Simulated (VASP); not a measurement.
# SrTa (P4/mmm) in VASP: further runs

SrTa is run at these levels: PBE; tasks: single point, relaxation of cell and atoms.

All numbers are computed with VASP 6.6.1; they aren't measurements. Logs are shortened: lines on timing, memory, paths and dates and some standing lists are left out, and cuts for length are marked.

### Step 1. The cell of the first run

It takes space group P4/mmm (No. 123, tetragonal). The conventional cell has a = 3.401 Å, b = 3.401 Å, c = 4.458 Å, α = 90.00°, β = 90.00°, γ = 90.00°. Sr (site symmetry 4/mmm) has 8 Ta at 3.28 Å and 6 Sr at 3.40 to 4.46 Å within 4.5 Å. Ta (site symmetry 4/mmm) has 8 Sr at 3.28 Å and 6 Ta at 3.40 to 4.46 Å within 4.5 Å.

### Step 2. Single point, PBE

INCAR reads:

```
PREC = Accurate
ENCUT = 520
EDIFF = 1E-7
ISMEAR = 0
SIGMA = 0.1
LREAL = False
LASPH = True
NELM = 80
ALGO = Normal
ISIF = 2
LWAVE = False
LCHARG = False
GGA = PE
NBANDS = 18
```

KPOINTS reads:

```
Automatic mesh
0
Gamma
  6 6 4
```

POSCAR reads:

```
SrTa
1.0
    3.4009937560      0.0000000000      0.0000000000
    0.0000000000      3.4009937560      0.0000000000
    0.0000000000      0.0000000000      4.4577311016
Sr Ta
1 1
Direct
    0.5000000000      0.5000000000      0.5000000000
    0.0000000000      0.0000000000      0.0000000000
```

Potentials or basis: VASP PAW PBE potentials, release 64 (Sr_sv, Ta_pv).

Launch:

```
$ cat potpaw_PBE.64/Sr_sv/POTCAR potpaw_PBE.64/Ta_pv/POTCAR > POTCAR
$ mpirun -np 1 vasp_std > vasp.out
```

OUTCAR:

```text
PREC = Accurate
   ENCUT = 520
   EDIFF = 1E-7
   ISMEAR = 0
   LREAL = False
   LASPH = True
   NELM = 80
   ISIF = 2
   GGA = PE

 ion  position               nearest neighbor table
   1  0.500  0.500  0.500-   2 3.28   2 3.28   2 3.28   2 3.28   2 3.28   2 3.28   2 3.28   2 3.28

   2  0.000  0.000  0.000-   1 3.28   1 3.28   1 3.28   1 3.28   1 3.28   1 3.28   1 3.28   1 3.28

  LATTYP: Found a simple tetragonal cell.
 ALAT       =     3.4009937560
 C/A-ratio  =     1.3107142857

  Lattice vectors:

 A1 = (   3.4009937560,   0.0000000000,   0.0000000000)
 A2 = (   0.0000000000,   3.4009937560,   0.0000000000)
 A3 = (   0.0000000000,   0.0000000000,   4.4577311016)

Analysis of symmetry for initial positions (statically):
=====================================================================
 Subroutine PRICEL returns:
 Original cell was already a primitive cell.

 Routine SETGRP: Setting up the symmetry group for a
 simple tetragonal supercell.

 Subroutine GETGRP returns: Found 16 space group operations
 (whereof 16 operations were pure point group operations)
 out of a pool of 16 trial point group operations.

The static configuration has the point symmetry D_4h.

Analysis of symmetry for dynamics (positions and initial velocities):
=====================================================================
 Subroutine PRICEL returns:
 Original cell was already a primitive cell.

 Routine SETGRP: Setting up the symmetry group for a
 simple tetragonal supercell.

 Subroutine GETGRP returns: Found 16 space group operations
 (whereof 16 operations were pure point group operations)
 out of a pool of 16 trial point group operations.

The dynamic configuration has the point symmetry D_4h.

 Subroutine INISYM returns: Found 16 space group operations
 (whereof 16 operations are pure point group operations),
 and found     1 'primitive' translations

----------------------------------------------------------------------------------------

                                     Primitive cell

  volume of cell :      51.5615

  direct lattice vectors                    reciprocal lattice vectors
     3.400993756  0.000000000  0.000000000     0.294031707  0.000000000  0.000000000
     0.000000000  3.400993756  0.000000000     0.000000000  0.294031707  0.000000000
     0.000000000  0.000000000  4.457731102     0.000000000  0.000000000  0.224329368

  length of vectors
     3.400993756  3.400993756  4.457731102     0.294031707  0.294031707  0.224329368

  position of ions in fractional coordinates (direct lattice)
     0.500000000  0.500000000  0.500000000
     0.000000000  0.000000000  0.000000000

  ion indices of the primitive-cell ions
   primitive index   ion index
                 1           1
                 2           2

----------------------------------------------------------------------------------------

 KPOINTS: Automatic mesh

Automatic generation of k-mesh.
 Grid dimensions read from file:
 generate k-points for:    6    6    4

 Generating k-lattice:

  Cartesian coordinates                     Fractional coordinates (reciprocal lattice)
     0.049005285  0.000000000  0.000000000     0.166666667  0.000000000  0.000000000
     0.000000000  0.049005285  0.000000000     0.000000000  0.166666667  0.000000000
     0.000000000  0.000000000  0.056082342     0.000000000  0.000000000  0.250000000

  Length of vectors
     0.049005285  0.049005285  0.056082342

  Shift w.r.t. Gamma in fractional coordinates (k-lattice)
     0.000000000  0.000000000  0.000000000

 Subroutine IBZKPT returns following result:
 ===========================================

 Found     30 irreducible k-points:

 Following reciprocal coordinates:
            Coordinates               Weight
  0.000000  0.000000  0.000000      1.000000
  0.166667  0.000000  0.000000      4.000000
  0.333333  0.000000  0.000000      4.000000
  0.500000  0.000000  0.000000      2.000000
  0.166667  0.166667  0.000000      4.000000
  0.333333  0.166667  0.000000      8.000000
[... 16 lines left out ...]
  0.333333  0.000000  0.500000      4.000000
  0.500000  0.000000  0.500000      2.000000
 [... further k-points ...]
   k-points           NKPTS =     30   k-points in BZ     NKDIM =     30   number of bands    NBANDS=     18
   number of dos      NEDOS =    301   number of ions     NIONS =      2
   total plane-waves  NPLWV =  28224
   dimension x,y,z NGX =    28 NGY =   28 NGZ =   36
   dimension x,y,z NGXF=    56 NGYF=   56 NGZF=   72
   ions per type =               1   1
   NGX,Y,Z   is equivalent  to a cutoff of  13.69, 13.69, 13.43 a.u.
   NGXF,Y,Z  is equivalent  to a cutoff of  27.37, 27.37, 26.85 a.u.
 SYSTEM =  unknown system
   PREC   = accura    normal or accurate (medium, high low for compatibility)
   ISTART =      0    job   : 0-new  1-cont  2-samecut
   ICHARG =      2    charge: 1-file 2-atom 10-const
   ISPIN  =      1    spin polarized calculation?
   LNONCOLLINEAR =      F non collinear calculations
   LSORBIT =      F    spin-orbit coupling
   LASPH  =      T    aspherical Exc in radial PAW
   ENCUT  =  520.0 eV  38.22 Ry    6.18 a.u.   6.32  6.32  8.29*2*pi/ulx,y,z
   NELM   =     80;   NELMIN=  2; NELMDL= -5     # of ELM steps
   EDIFF  = 0.1E-06   stopping-criterion for ELM
   LREAL  =      F    real-space projection
   EDIFFG = 0.1E-05   stopping-criterion for IOM
   NSW    =      0    number of steps for IOM
   IBRION =     -1    ionic relax: 0-MD 1-quasi-New 2-CG
   NFREE  =      0    steps in history (QN), initial steepest desc. (CG)
   ISIF   =      2    stress and relaxation
   ISYM   =      2    0-nonsym 1-usesym 2-fastsym
   POTIM  = 0.5000    time-step for ionic-motion
   TEBEG  =    0.0;   TEEND  =   0.0 temperature during run
   PSTRESS=    0.0 pullay stress
   NELECT =      21.0000    total number of electrons
   NUPDOWN=      -1.0000    fix difference up-down
   EMIN   =  10.00;   EMAX   =-10.00  energy-range for DOS
   EFERMI =   0.00;   METHOD = LEGACY
   ISMEAR =     0;   SIGMA  =   0.10  broadening in eV -4-tet -1-fermi 0-gaus
   EFERMI_NEDOS =   21; number of points for ismear=-14 and -15
   IALGO  =     38    algorithm
   IMIX   =      4    mixing-type and parameters
     AMIX     =   0.40;   BMIX     =  1.00
     AMIX_MAG =   1.60;   BMIX_MAG =  1.00
  volume/ion in A,a.u.               =      25.78       173.98
  Fermi-wavevector in a.u.,A,eV,Ry     =   1.213499  2.293181 20.035664  1.472580
  Thomas-Fermi vector in A             =   2.348949
   LORBIT       =      0    0 simple, 1 ext, 2 COOP (PROOUT), +10 PAW based schemes
   GGA     = PE    functional components
   LHFCALC =     F    Hartree Fock is set to
   AEXX    =    0.0000 exact exchange contribution
   IVDW    =     0    specifies the selected vdW correction
   LEPSILON=     F    determine dielectric tensor
   LRPA    =     F    only Hartree local field effects (RPA)
 non-spin polarized calculation
 Gauss-broadening in eV      SIGMA  =   0.10
  energy-cutoff  :      520.00
  volume of cell :       51.56
 maximum number of plane-waves:      1411
 NGX is ok and might be reduce to    28
   NGX = 13   NGY = 13   NGZ = 17

 number of electron      21.0000003 magnetization

 Free energy of the ion-electron system (eV)
  ---------------------------------------------------
  ext. energy  EPLUGINS =         0.00000000
  ---------------------------------------------------
  free energy    TOTEN  =       -10.53925935 eV

  energy without entropy =      -10.52749627  energy(sigma->0) =      -10.53337781

 E-fermi :   3.8467     XC(G=0): -10.4508

 val. band max:        3.7946023667   @ k =   0.3333   0.3333   0.5000
 cond. band min:       3.8618965755   @ k =   0.3333   0.3333   0.5000
 fundamental gap:      0.0672942088
 Fermi energy:         3.8466808501

 k-point     1 :       0.0000    0.0000    0.0000
  band No.  band energies     occupation
      1     -30.8657      2.00000
      2     -30.7298      2.00000
      3     -30.7298      2.00000
      4     -30.6355      2.00000
      5     -12.7210      2.00000
      6     -12.3944      2.00000
[... 10 lines left out ...]
     17      12.0125      0.00000
     18      12.1403      0.00000

 k-point     2 :       0.1667    0.0000    0.0000
  band No.  band energies     occupation
      1     -30.8619      2.00000
      2     -30.7996      2.00000
      3     -30.7268      2.00000
      4     -30.5780      2.00000
      5     -12.7009      2.00000
      6     -12.6584      2.00000
[... 10 lines left out ...]
     17      10.4336      0.00000
     18      11.3363      0.00000

 k-point     3 :       0.3333    0.0000    0.0000
  band No.  band energies     occupation
      1     -30.8933      2.00000
      2     -30.8543      2.00000
      3     -30.7209      2.00000
      4     -30.5075      2.00000
      5     -13.1436      2.00000
      6     -12.6603      2.00000
[... 10 lines left out ...]
     17       8.9638      0.00000
     18      10.8663      0.00000

 k-point     4 :       0.5000    0.0000    0.0000
  band No.  band energies     occupation
      1     -30.9342      2.00000
      2     -30.8505      2.00000
      3     -30.7180      2.00000
      4     -30.4777      2.00000
      5     -13.3687      2.00000
      6     -12.6398      2.00000
[... 375 lines left out ...]
      4     -30.5101      2.00000
      5     -12.8546      2.00000
      6     -12.6438      2.00000
[... 10 lines left out ...]
     17       9.0854      0.00000
     18       9.7960      0.00000

 k-point    23 :       0.3333    0.0000    0.5000
  band No.  band energies     occupation
      1     -30.8950      2.00000
      2     -30.8350      2.00000
      3     -30.7205      2.00000
      4     -30.5300      2.00000
      5     -13.0911      2.00000
      6     -12.7449      2.00000
[... 10 lines left out ...]
     17      10.7327      0.00000
     18      11.0162      0.00000

 k-point    24 :       0.5000    0.0000    0.5000
  band No.  band energies     occupation
      1     -30.8698      2.00000
      2     -30.8575      2.00000
      3     -30.7176      2.00000
      4     -30.5439      2.00000
      5     -13.3003      2.00000
      6     -12.6892      2.00000
[... 10 lines left out ...]
     17      10.9019      0.00000
     18      11.8908      0.00000

 [... further k-points ...]

------------------------ aborting loop because EDIFF is reached ----------------------------------------

  FORCE on cell =-STRESS in cart. coord.  units (eV):
  Direction    XX          YY          ZZ          XY          YZ          ZX
  --------------------------------------------------------------------------------------
  -------------------------------------------------------------------------------------
  Total       -0.3269893     -0.3269893      3.5933018      0.0000000      0.0000000      0.0000000
  in kB      -10.1605833    -10.1605833    111.6551461      0.0000000      0.0000000      0.0000000
  external PRESSURE =      30.4446599 kB  Pullay stress =       0.0000000 kB

 VOLUME and BASIS-vectors are now :
 -----------------------------------------------------------------------------
  energy-cutoff  :      520.00
  volume of cell :       51.56
      direct lattice vectors                 reciprocal lattice vectors
     3.400993756  0.000000000  0.000000000     0.294031707  0.000000000  0.000000000
     0.000000000  3.400993756  0.000000000     0.000000000  0.294031707  0.000000000
     0.000000000  0.000000000  4.457731102     0.000000000  0.000000000  0.224329368

 POSITION                                       TOTAL-FORCE (eV/Angst)
 -----------------------------------------------------------------------------------
      1.70050      1.70050      2.22887         0.000000      0.000000      0.000000
      0.00000      0.00000      0.00000         0.000000      0.000000      0.000000
 -----------------------------------------------------------------------------------
    total drift:                                0.000000      0.000000      0.000000

  FREE ENERGIE OF THE ION-ELECTRON SYSTEM (eV)
  ---------------------------------------------------
  free  energy   TOTEN  =       -10.5392593522 eV

  energy  without entropy=      -10.5274962689  energy(sigma->0) =      -10.53337781
```

It took 22 s on 1 thread of Oxide Virtual Turin-like, shared host; peak memory 0.16 GiB.

Results:

- Free energy: -10.5393 eV
- Pressure: 3.0 GPa
- Band gap on the k mesh: zero (an odd number of electrons rules out a gap without spin polarisation)

Levels at points of the mesh, in eV from the Fermi level:
| k point | band 6 | band 7 | band 8 | band 9 | band 10 | band 11 | band 12 | band 13 | band 14 | band 15 |
| --- | --- | --- | --- | --- | --- | --- | --- | --- | --- | --- |
| (0.00, 0.00, 0.00) | -16.24 | -16.24 | -5.57 | -2.25 | -1.76 | 1.01 | 1.01 | 2.47 | 3.19 | 4.08 |
| (0.50, 0.00, 0.00) | -16.49 | -16.16 | -2.39 | -1.20 | -0.55 | -0.10 | 1.17 | 1.49 | 1.76 | 2.16 |
| (0.50, 0.50, 0.00) | -17.01 | -16.34 | -2.68 | -2.23 | -1.39 | -1.39 | 2.74 | 2.74 | 3.80 | 4.32 |
| (0.00, 0.00, 0.50) | -16.25 | -16.25 | -3.68 | -2.01 | -1.22 | 0.75 | 1.50 | 1.50 | 1.71 | 2.61 |
| (0.50, 0.00, 0.50) | -16.54 | -16.15 | -3.28 | -1.90 | 0.60 | 0.64 | 0.82 | 1.15 | 2.05 | 3.73 |
| (0.50, 0.50, 0.50) | -17.04 | -16.45 | -1.10 | -0.42 | -0.16 | -0.16 | 0.53 | 0.53 | 1.07 | 3.81 |

Caveat: the stress differs along the axes, from -1 to 11 GPa; spin-orbit coupling is left out, which moves the levels of the heavy elements.

(Part 1 of 2 ends here.)

The gap in the log of VASP goes by the Fermi energy; the results here count the filled bands.